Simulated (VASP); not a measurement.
# O (P-1) in VASP: single point with PBEsol

Aim: the single point of O with PBEsol.

Program: VASP 6.6.1. These are calculated values, not measurements. Logs are shortened: lines on timing, memory, paths and dates and some standing lists are left out, and cuts for length are marked.

**1. The cell of the first run**

The typed cell holds 4 atoms: a = 2.561 Å, b = 2.539 Å, c = 6.576 Å, α = 89.57°, β = 88.85°, γ = 119.13°.

**2. Single point, PBEsol (equal xy, yz and zx shear strains of +2 %)**

INCAR

```
PREC = Accurate
ENCUT = 520
EDIFF = 1E-7
ISMEAR = -1
SIGMA = 0.03
LREAL = False
LASPH = True
NELM = 80
ALGO = Normal
ISIF = 2
LWAVE = False
LCHARG = False
GGA = PS
NBANDS = 20
```

KPOINTS

```
Automatic mesh
0
Gamma
  13 13 5
```

POSCAR

```
O
1.0
    2.5609995414      0.0256099954      0.0256099954
   -1.2583208641      2.2050856642      0.0093739089
    0.0657500000      0.0657500000      6.5750000000
O
4
Direct
    0.3333333333      0.6666666667      0.1610000000
    0.6666666667      0.3333333333      0.6610000000
    0.3333333333      0.6666666667      0.3390000000
    0.6666666667      0.3333333333      0.8390000000
```

Potentials or basis: VASP PAW PBE potentials, release 64 (O).

Command:

```sh
$ cat potpaw_PBE.64/O/POTCAR > POTCAR
$ mpirun -np 1 vasp_std > vasp.out
```

OUTCAR:

```text
PREC = Accurate
   ENCUT = 520
   EDIFF = 1E-7
   ISMEAR = -1
   LREAL = False
   LASPH = True
   NELM = 80
   ISIF = 2
   GGA = PS

 ion  position               nearest neighbor table
   1  0.333  0.667  0.161-   3 1.17
   2  0.667  0.333  0.661-   4 1.17
   3  0.333  0.667  0.339-   1 1.17
   4  0.667  0.333  0.839-   2 1.17

  LATTYP: Found a triclinic cell.
 ALAT       =     2.5612556286
 B/A-ratio  =     0.9912599912
 C/A-ratio  =     3.0658423518
 COS(alpha) =     0.0004872983
 COS(beta)  =     0.4781100610
 COS(gamma) =     0.4868514561

  Lattice vectors:

 A1 = (   2.5609995414,   0.0256099954,   0.0256099954)
 A2 = (   1.2583208641,  -2.2050856642,  -0.0093739089)
 A3 = (   3.7979282187,   2.1905556550,  -6.5144061003)

Analysis of symmetry for initial positions (statically):
=====================================================================
 Subroutine PRICEL returns:
 Original cell was already a primitive cell.

 Routine SETGRP: Setting up the symmetry group for a
 triclinic supercell.

 Subroutine GETGRP returns: Found  2 space group operations
 (whereof  2 operations were pure point group operations)
 out of a pool of  2 trial point group operations.

The static configuration has the point symmetry S_2 .

Analysis of symmetry for dynamics (positions and initial velocities):
=====================================================================
 Subroutine PRICEL returns:
 Original cell was already a primitive cell.

 Routine SETGRP: Setting up the symmetry group for a
 triclinic supercell.

 Subroutine GETGRP returns: Found  2 space group operations
 (whereof  2 operations were pure point group operations)
 out of a pool of  2 trial point group operations.

The dynamic configuration has the point symmetry S_2 .

 Subroutine INISYM returns: Found  2 space group operations
 (whereof  2 operations are pure point group operations),
 and found     1 'primitive' translations

----------------------------------------------------------------------------------------

                                     Primitive cell

  volume of cell :      37.3350

[... 80 lines left out ...]
   NGX,Y,Z   is equivalent  to a cutoff of  12.98, 13.10, 12.64 a.u.
   NGXF,Y,Z  is equivalent  to a cutoff of  25.96, 26.19, 25.28 a.u.
 SYSTEM =  unknown system
   PREC   = accura    normal or accurate (medium, high low for compatibility)
   ISTART =      0    job   : 0-new  1-cont  2-samecut
   ICHARG =      2    charge: 1-file 2-atom 10-const
   ISPIN  =      1    spin polarized calculation?
   LNONCOLLINEAR =      F non collinear calculations
   LSORBIT =      F    spin-orbit coupling
   LASPH  =      T    aspherical Exc in radial PAW
   ENCUT  =  520.0 eV  38.22 Ry    6.18 a.u.   4.76  4.72 12.23*2*pi/ulx,y,z
   NELM   =     80;   NELMIN=  2; NELMDL= -5     # of ELM steps
   EDIFF  = 0.1E-06   stopping-criterion for ELM
   LREAL  =      F    real-space projection
   EDIFFG = 0.1E-05   stopping-criterion for IOM
   NSW    =      0    number of steps for IOM
   IBRION =     -1    ionic relax: 0-MD 1-quasi-New 2-CG
   NFREE  =      0    steps in history (QN), initial steepest desc. (CG)
   ISIF   =      2    stress and relaxation
   ISYM   =      2    0-nonsym 1-usesym 2-fastsym
   POTIM  = 0.5000    time-step for ionic-motion
   TEBEG  =    0.0;   TEEND  =   0.0 temperature during run
   PSTRESS=    0.0 pullay stress
   NELECT =      24.0000    total number of electrons
   NUPDOWN=      -1.0000    fix difference up-down
   EMIN   =  10.00;   EMAX   =-10.00  energy-range for DOS
   EFERMI =   0.00;   METHOD = LEGACY
   ISMEAR =    -1;   SIGMA  =   0.03  broadening in eV -4-tet -1-fermi 0-gaus
   EFERMI_NEDOS =   21; number of points for ismear=-14 and -15
   IALGO  =     38    algorithm
   IMIX   =      4    mixing-type and parameters
     AMIX     =   0.40;   BMIX     =  1.00
     AMIX_MAG =   1.60;   BMIX_MAG =  1.00
  volume/ion in A,a.u.               =       9.33        62.99
  Fermi-wavevector in a.u.,A,eV,Ry     =   1.412884  2.669964 27.160521  1.996242
  Thomas-Fermi vector in A             =   2.534587
   LORBIT       =      0    0 simple, 1 ext, 2 COOP (PROOUT), +10 PAW based schemes
   GGA     = PS    functional components
   LHFCALC =     F    Hartree Fock is set to
   AEXX    =    0.0000 exact exchange contribution
   IVDW    =     0    specifies the selected vdW correction
   LEPSILON=     F    determine dielectric tensor
   LRPA    =     F    only Hartree local field effects (RPA)
 non-spin polarized calculation
  energy-cutoff  :      520.00
  volume of cell :       37.33
 maximum number of plane-waves:      1019
   NGX =  9   NGY =  9   NGZ = 25

 number of electron      23.9999997 magnetization

 Free energy of the ion-electron system (eV)
  ---------------------------------------------------
  ext. energy  EPLUGINS =         0.00000000
  ---------------------------------------------------
  free energy    TOTEN  =       -19.91530299 eV

  energy without entropy =      -19.90712279  energy(sigma->0) =      -19.91121289

 E-fermi :   2.3218     XC(G=0): -10.8502

 val. band max:        2.3158195776   @ k =   0.3077   0.1538   0.0000
 cond. band min:       2.3225165739   @ k =   0.1538   0.3077   0.2000
 fundamental gap:      0.0066969964
 Fermi energy:         2.3217628797

 k-point     1 :       0.0000    0.0000    0.0000
  band No.  band energies     occupation
      1     -26.6915      2.00000
      2     -26.5509      2.00000
      3     -13.6527      2.00000
      4     -11.7261      2.00000
      5      -7.8713      2.00000
      6      -4.8201      2.00000
[... 541 lines left out ...]
     19      18.3517      0.00000
     20      18.7322      0.00000

 [... further k-points ...]
[... 5 lines left out ...]
  --------------------------------------------------------------------------------------
  -------------------------------------------------------------------------------------
  Total       -1.2838457     -1.2708489     14.3818838      0.0071895     -0.2872116     -0.2868828
  in kB      -55.0944017    -54.5366597    617.1779552      0.3085285    -12.3252757    -12.3111638
  external PRESSURE =     169.1822979 kB  Pullay stress =       0.0000000 kB

 VOLUME and BASIS-vectors are now :
 -----------------------------------------------------------------------------
  energy-cutoff  :      520.00
  volume of cell :       37.33
      direct lattice vectors                 reciprocal lattice vectors
     2.560999541  0.025609995  0.025609995     0.388317363  0.221617247 -0.006099346
    -1.258320864  2.205085664  0.009373909    -0.004465031  0.450968155 -0.004465031
     0.065750000  0.065750000  6.575000000    -0.001506152 -0.001506152  0.152121378

 POSITION                                       TOTAL-FORCE (eV/Angst)
 -----------------------------------------------------------------------------------
      0.02537      1.48918      1.07336         0.066054      0.070510     -4.608965
      1.33135      0.79556      4.36627         0.074837      0.070508     -4.611033
      0.03708      1.50088      2.24371        -0.074837     -0.070508      4.611033
      1.34306      0.80727      5.53662        -0.066054     -0.070510      4.608965
 -----------------------------------------------------------------------------------
    total drift:                               -0.000000      0.000000      0.000000

  FREE ENERGIE OF THE ION-ELECTRON SYSTEM (eV)
  ---------------------------------------------------
  free  energy   TOTEN  =       -19.9153029946 eV

  energy  without entropy=      -19.9071227855  energy(sigma->0) =      -19.91121289
```

Wall time 6 min (1 thread of Intel Xeon Platinum 8259CL at 2.50GHz (Skylake/Cascade Lake), shared host); peak memory 0.31 GiB.

Results:

```
Free energy            : -19.9153 eV
Pressure               : 16.9 GPa
Largest force          : 4.612 eV/Å
Band gap on the k mesh : zero (bands 12 and 13 overlap by 2.01 eV)
```

Forces on the atoms (eV/Å):
```
O    0.066  0.071 -4.609
O    0.075  0.071 -4.611
O   -0.075 -0.071  4.611
O   -0.066 -0.071  4.609
```

Caveat: the cell differs from its parent crystal (equal xy, yz and zx shear strains of +2 %); the standard files for N, O and F lose accuracy on very short bonds; spin is off for a triplet molecule; the stress differs along the axes, from -6 to 62 GPa; this functional lacks dispersion, which holds the molecules together, so the pressure and a relaxed volume are unreliable; the PAW data sets were made with another functional, which shifts forces and pressure a little.
